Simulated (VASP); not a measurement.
# TiSe (F-43m) in VASP: a series of runs

TiSe is run at these levels: r2SCAN; tasks: single point.

Program: VASP 6.6.1. These are calculated values, not measurements. Logs are shortened: lines on timing, memory, paths and dates and some standing lists are left out, and cuts for length are marked.

**1. The cell of the first run**

Symmetry: F-43m, No. 216, cubic system. Conventional cell: a = 6.206 Å, b = 6.206 Å, c = 6.206 Å, α = 90.00°, β = 90.00°, γ = 90.00°. Within 3.5 Å of Ti (site symmetry -43m) lie 4 Se at 2.69 Å. Se (site symmetry -43m) has 4 Ti at 2.69 Å within 3.5 Å.

**2. Single point, r2SCAN, collinear spin**

POSCAR reads:

```
TiSe
1.0
    0.0000000000      3.1030036500      3.1030036500
    3.1030036500      0.0000000000      3.1030036500
    3.1030036500      3.1030036500      0.0000000000
Ti Se
1 1
Direct
    0.0000000000      0.0000000000      0.0000000000
    0.2500000000      0.2500000000      0.2500000000
```

INCAR.step1 reads:

```
SYSTEM = TiSe
PREC = Accurate
ENCUT = 550
ISMEAR = 0
SIGMA = 0.05
LREAL = .FALSE.
LASPH = .TRUE.
NELM = 200
ISPIN = 2
MAGMOM = 2 0
LMAXMIX = 4
NBANDS = 20
GGA = PE
ALGO = Normal
EDIFF = 1E-5
LWAVE = .TRUE.
LCHARG = .FALSE.
GGA_COMPAT = .FALSE.
```

INCAR.step2 reads:

```
SYSTEM = TiSe
PREC = Accurate
ENCUT = 550
EDIFF = 1E-6
ISMEAR = 0
SIGMA = 0.05
LREAL = .FALSE.
LASPH = .TRUE.
NELM = 200
ALGO = Normal
ISIF = 2
LWAVE = .FALSE.
LCHARG = .TRUE.
ISPIN = 2
MAGMOM = 2 0
LORBIT = 11
LMAXMIX = 4
METAGGA = R2SCAN
LMIXTAU = .TRUE.
LELF = .TRUE.
LVHAR = .TRUE.
NBANDS = 20
ISTART = 1
GGA_COMPAT = .FALSE.
```

KPOINTS reads:

```
regular mesh
0
G
  5 5 5
  0 0 0
```

Potentials or basis: VASP PAW PBE potentials, release 64 (Ti_sv, Se).

Command:

```sh
$ cat potpaw_PBE.64/Ti_sv/POTCAR potpaw_PBE.64/Se/POTCAR > POTCAR
$ cp INCAR.step1 INCAR
$ mpirun -np 1 vasp_std > vasp.out
$ cp INCAR.step2 INCAR
$ mpirun -np 1 vasp_std > vasp.out
```

OUTCAR:

```text
SYSTEM = TiSe
   PREC = Accurate
   ENCUT = 550
   EDIFF = 1E-6
   ISMEAR = 0
   LREAL = .FALSE.
   LASPH = .TRUE.
   NELM = 200
   ISIF = 2
   ISPIN = 2
   LORBIT = 11
   METAGGA = R2SCAN
   ISTART = 1

 ion  position               nearest neighbor table
   1  0.000  0.000  0.000-   2 2.69   2 2.69   2 2.69   2 2.69
   2  0.250  0.250  0.250-   1 2.69   1 2.69   1 2.69   1 2.69

  LATTYP: Found a face centered cubic cell.
 ALAT       =     6.2060073000

  Lattice vectors:

 A1 = (   0.0000000000,   3.1030036500,   3.1030036500)
 A2 = (   3.1030036500,   0.0000000000,   3.1030036500)
 A3 = (   3.1030036500,   3.1030036500,   0.0000000000)

Analysis of symmetry for initial positions (statically):
=====================================================================
 Subroutine PRICEL returns:
 Original cell was already a primitive cell.

 Routine SETGRP: Setting up the symmetry group for a
 face centered cubic supercell.

 Subroutine GETGRP returns: Found 24 space group operations
 (whereof 24 operations were pure point group operations)
 out of a pool of 48 trial point group operations.

The static configuration has the point symmetry T_d .

Analysis of symmetry for dynamics (positions and initial velocities):
=====================================================================
 Subroutine PRICEL returns:
 Original cell was already a primitive cell.

 Routine SETGRP: Setting up the symmetry group for a
 face centered cubic supercell.

 Subroutine GETGRP returns: Found 24 space group operations
 (whereof 24 operations were pure point group operations)
 out of a pool of 48 trial point group operations.

The dynamic configuration has the point symmetry T_d .

Analysis of structural, dynamic, and magnetic symmetry:
=====================================================================
 Subroutine PRICEL returns:
 Original cell was already a primitive cell.

 Routine SETGRP: Setting up the symmetry group for a
 face centered cubic supercell.

 Subroutine GETGRP returns: Found 24 space group operations
 (whereof 24 operations were pure point group operations)
 out of a pool of 48 trial point group operations.

The overall configuration has the point symmetry T_d .

 Subroutine INISYM returns: Found 24 space group operations
 (whereof 24 operations are pure point group operations),
 and found     1 'primitive' translations

[... 101 lines left out ...]
  Fermi-wavevector in a.u.,A,eV,Ry     =   1.097421  2.073826 16.385952  1.204333
  Thomas-Fermi vector in A             =   2.233781
   LORBIT       =     11    0 simple, 1 ext, 2 COOP (PROOUT), +10 PAW based schemes
   METAGGA = R2SCAN    functional components
   LHFCALC =     F    Hartree Fock is set to
   AEXX    =    0.0000 exact exchange contribution
   IVDW    =     0    specifies the selected vdW correction
   LEPSILON=     F    determine dielectric tensor
   LRPA    =     F    only Hartree local field effects (RPA)
 spin polarized calculation
 Gauss-broadening in eV      SIGMA  =   0.05
  energy-cutoff  :      550.00
  volume of cell :       59.76
 maximum number of plane-waves:      1807
 NGX is ok and might be reduce to    36
   NGX = 17   NGY = 17   NGZ = 17

 number of electron      18.0000001 magnetization       2.0000001

 Free energy of the ion-electron system (eV)
  ---------------------------------------------------
  ext. energy  EPLUGINS =         0.00000000
  ---------------------------------------------------
  free energy    TOTEN  =       -28.84056949 eV

  energy without entropy =      -28.84018261  energy(sigma->0) =      -28.84037605

 E-fermi :   3.4162     XC(G=0):  -8.8199

 val. band max:        3.3335696575   @ k =  -0.4000   0.4000   0.2000
 cond. band min:       3.4873178187   @ k =  -0.4000   0.4000   0.0000
 fundamental gap:      0.1537481612
 Fermi energy:         3.4162360773

 spin component 1

 k-point     1 :       0.0000    0.0000    0.0000
  band No.  band energies     occupation
      1     -56.2917      1.00000
      2     -31.6174      1.00000
      3     -31.6174      1.00000
      4     -31.6172      1.00000
      5     -10.6072      1.00000
      6       0.0704      1.00000
[... 206 lines left out ...]
      6      -1.1008      1.00000
[... 12 lines left out ...]
     19      14.5719      0.00000
     20      15.9539      0.00000
 Fermi energy:         3.4162360773

 spin component 2

 k-point     1 :       0.0000    0.0000    0.0000
  band No.  band energies     occupation
      1     -54.4136      1.00000
      2     -29.6795      1.00000
      3     -29.6795      1.00000
      4     -29.6795      1.00000
      5     -10.6299      1.00000
      6       0.2434      1.00000
[... 219 lines left out ...]
     19      15.1593      0.00000
     20      16.2807      0.00000

------------------------ aborting loop because EDIFF is reached ----------------------------------------

  FORCE on cell =-STRESS in cart. coord.  units (eV):
  Direction    XX          YY          ZZ          XY          YZ          ZX
  --------------------------------------------------------------------------------------
  -------------------------------------------------------------------------------------
  Total       -1.6534109     -1.6534109     -1.6534109     -0.0000000     -0.0000000      0.0000000
  in kB      -44.3317139    -44.3317139    -44.3317139     -0.0000000     -0.0000000      0.0000000
  external PRESSURE =     -44.3317139 kB  Pullay stress =       0.0000000 kB

 VOLUME and BASIS-vectors are now :
 -----------------------------------------------------------------------------
  energy-cutoff  :      550.00
  volume of cell :       59.76
      direct lattice vectors                 reciprocal lattice vectors
     0.000000000  3.103003650  3.103003650    -0.161134197  0.161134197  0.161134197
     3.103003650  0.000000000  3.103003650     0.161134197 -0.161134197  0.161134197
     3.103003650  3.103003650  0.000000000     0.161134197  0.161134197 -0.161134197

 POSITION                                       TOTAL-FORCE (eV/Angst)
 -----------------------------------------------------------------------------------
      0.00000      0.00000      0.00000        -0.000000     -0.000000     -0.000000
      1.55150      1.55150      1.55150         0.000000      0.000000      0.000000
 -----------------------------------------------------------------------------------
    total drift:                                0.000000      0.000000      0.000000

  FREE ENERGIE OF THE ION-ELECTRON SYSTEM (eV)
  ---------------------------------------------------
  free  energy   TOTEN  =       -28.8405694898 eV

  energy  without entropy=      -28.8401826125  energy(sigma->0) =      -28.84037605

 total charge

# of ion       s       p       d       tot
------------------------------------------
    1        2.119   6.032   1.979  10.130
    2        1.423   2.493   0.023   3.940
--------------------------------------------------
tot          3.542   8.525   2.002  14.069

 magnetization (x)

# of ion       s       p       d       tot
------------------------------------------
    1        0.025   0.013   1.631   1.670
    2       -0.006  -0.074   0.020  -0.060
--------------------------------------------------
tot          0.020  -0.062   1.651   1.609
```

It took 5 min on 1 thread of Intel Xeon 8259CL, shared host; peak memory 0.26 GiB.

Results:

```
Free energy                                           : -28.8406 eV
Pressure                                              : -4.4 GPa
Band gap on the k mesh                                : 0.15 eV (least direct gap 0.17 eV)
Net moment                                            : 2.00 μB per cell
Site moments                                          : Ti +1.67; Se -0.06 μB
Valence electrons inside the program's atomic spheres : Ti 10.13; Se 3.94
```

Caveat: the cell stands under tension; the PAW data sets were made with another functional, which shifts forces and pressure a little; an odd mesh through Γ misses points on the zone boundary, where band edges can lie.

**3. Single point, r2SCAN, collinear spin**

POSCAR is that of step 2.

INCAR.step1 reads:

```
SYSTEM = TiSe
  PREC = Accurate
  ENCUT = 550
  ISMEAR = 0
  SIGMA = 0.05
  LREAL = .False.
  LASPH = .True.
  NELM = 200
  ISPIN = 2
  MAGMOM = 0.1 0
  LMAXMIX = 4
  NBANDS = 20
  GGA = PE
  ALGO = Normal
  EDIFF = 1E-5
  LWAVE = .True.
  LCHARG = .False.
  GGA_COMPAT = .False.
```

INCAR.step2 reads:

```
SYSTEM = TiSe
  PREC = Accurate
  ENCUT = 550
  EDIFF = 1E-6
  ISMEAR = 0
  SIGMA = 0.05
  LREAL = .False.
  LASPH = .True.
  NELM = 200
  ALGO = Normal
  ISIF = 2
  LWAVE = .False.
  LCHARG = .False.
  ISPIN = 2
  MAGMOM = 0.1 0
  LORBIT = 11
  LMAXMIX = 4
  METAGGA = R2SCAN
  LMIXTAU = .True.
  NBANDS = 20
  ISTART = 1
  GGA_COMPAT = .False.
```

KPOINTS reads:

```
regular mesh
0
Gamma
  5 5 5
  0 0 0
```

Potentials or basis: VASP PAW PBE potentials, release 64 (Ti_sv, Se).

Command:

```sh
$ cat potpaw_PBE.64/Ti_sv/POTCAR potpaw_PBE.64/Se/POTCAR > POTCAR
$ cp INCAR.step1 INCAR
$ mpirun -np 1 vasp_std > vasp.out
$ cp INCAR.step2 INCAR
$ mpirun -np 1 vasp_std > vasp.out
```

OUTCAR:

```text
SYSTEM = TiSe
   PREC = Accurate
   ENCUT = 550
   EDIFF = 1E-6
   ISMEAR = 0
   LREAL = .False.
   LASPH = .True.
   NELM = 200
   ISIF = 2
   ISPIN = 2
   LORBIT = 11
   METAGGA = R2SCAN
   ISTART = 1

 ion  position               nearest neighbor table
   1  0.000  0.000  0.000-   2 2.69   2 2.69   2 2.69   2 2.69
   2  0.250  0.250  0.250-   1 2.69   1 2.69   1 2.69   1 2.69

  LATTYP: Found a face centered cubic cell.
 ALAT       =     6.2060073000

  Lattice vectors:

 A1 = (   0.0000000000,   3.1030036500,   3.1030036500)
 A2 = (   3.1030036500,   0.0000000000,   3.1030036500)
 A3 = (   3.1030036500,   3.1030036500,   0.0000000000)

[... 659 lines left out ...]
 -----------------------------------------------------------------------------
  energy-cutoff  :      550.00
  volume of cell :       59.76
      direct lattice vectors                 reciprocal lattice vectors
     0.000000000  3.103003650  3.103003650    -0.161134197  0.161134197  0.161134197
     3.103003650  0.000000000  3.103003650     0.161134197 -0.161134197  0.161134197
     3.103003650  3.103003650  0.000000000     0.161134197  0.161134197 -0.161134197

 POSITION                                       TOTAL-FORCE (eV/Angst)
 -----------------------------------------------------------------------------------
      0.00000      0.00000      0.00000         0.000000      0.000000      0.000000
      1.55150      1.55150      1.55150        -0.000000     -0.000000     -0.000000
 -----------------------------------------------------------------------------------
    total drift:                                0.000000      0.000000      0.000000

  FREE ENERGIE OF THE ION-ELECTRON SYSTEM (eV)
  ---------------------------------------------------
  free  energy   TOTEN  =       -28.1812452793 eV

  energy  without entropy=      -28.1756900819  energy(sigma->0) =      -28.17846768

 total charge

# of ion       s       p       d       tot
------------------------------------------
    1        2.122   6.038   1.851  10.011
    2        1.425   2.435   0.039   3.898
--------------------------------------------------
tot          3.547   8.473   1.890  13.910

 magnetization (x)

# of ion       s       p       d       tot
------------------------------------------
    1       -0.000  -0.000   0.000   0.000
    2        0.000  -0.000   0.000   0.000
--------------------------------------------------
tot         -0.000  -0.000   0.000   0.000
```

OUTCAR.step1:

```text
SYSTEM = TiSe
   PREC = Accurate
   ENCUT = 550
   ISMEAR = 0
   LREAL = .False.
   LASPH = .True.
[... 687 lines left out ...]
      0.00000      0.00000      0.00000        -0.000000      0.000000     -0.000000
      1.55150      1.55150      1.55150         0.000000     -0.000000      0.000000
 -----------------------------------------------------------------------------------
    total drift:                                0.000000      0.000000      0.000000

  FREE ENERGIE OF THE ION-ELECTRON SYSTEM (eV)
  ---------------------------------------------------
  free  energy   TOTEN  =       -12.0731156621 eV

  energy  without entropy=      -12.0674365860  energy(sigma->0) =      -12.07027612
```

OSZICAR.step1:

```text
N       E                     dE             d eps       ncg     rms          rms(c)
DAV:   1     0.152129896003E+03    0.15213E+03   -0.82355E+03   800   0.864E+02
DAV:   2    -0.671832353547E+00   -0.15280E+03   -0.14499E+03   820   0.260E+02
[... 23 lines left out ...]
DAV:  26    -0.120730455882E+02    0.64150E-03   -0.14714E-03   916   0.137E-01    0.779E-02
DAV:  27    -0.120730850631E+02   -0.39475E-04   -0.63192E-05   972   0.445E-02    0.907E-02
DAV:  28    -0.120731518098E+02   -0.66747E-04   -0.29162E-05   864   0.229E-02    0.965E-02
DAV:  29    -0.120731495955E+02    0.22143E-05   -0.21715E-04   904   0.487E-02    0.778E-02
DAV:  30    -0.120731087036E+02    0.40892E-04   -0.11178E-04   916   0.395E-02    0.544E-02
DAV:  31    -0.120731156621E+02   -0.69585E-05   -0.43238E-05   832   0.393E-02
   1 F= -.12073116E+02 E0= -.12070276E+02  d E =-.567908E-02  mag=     0.0018
```

Run time: 9.1 min. Hardware: 1 thread of Intel Xeon 8259CL, shared host; peak memory 0.27 GiB.

What came out:

```yaml
Free_energy: -28.1812 eV
Pressure: -11.3 GPa
Band_gap_on_the_k_mesh: zero (filled and empty bands overlap)
Net_moment: 0.00 μB per cell
Valence_electrons_inside_the_program's_atomic_spheres: Ti 10.01; Se 3.90
```

Levels at points of the mesh, in eV from the Fermi level:
Spin up:
```tsv
k point	band 5	band 6	band 7	band 8	band 9	band 10	band 11	band 12	band 13	band 14
(0.00, 0.00, 0.00)	-14.62	-3.98	-3.98	-3.98	0.17	0.17	0.50	2.25	2.25	2.25
```
Spin down:
```tsv
k point	band 7	band 8	band 9	band 10	band 11	band 12
(0.00, 0.00, 0.00)	-3.98	-3.98	0.17	0.17	0.50	2.25
```

Caveat: the cell stands under tension; the PAW data sets were made with another functional, which shifts forces and pressure a little.

The gap in the log of VASP goes by the Fermi energy; the results here count the filled bands.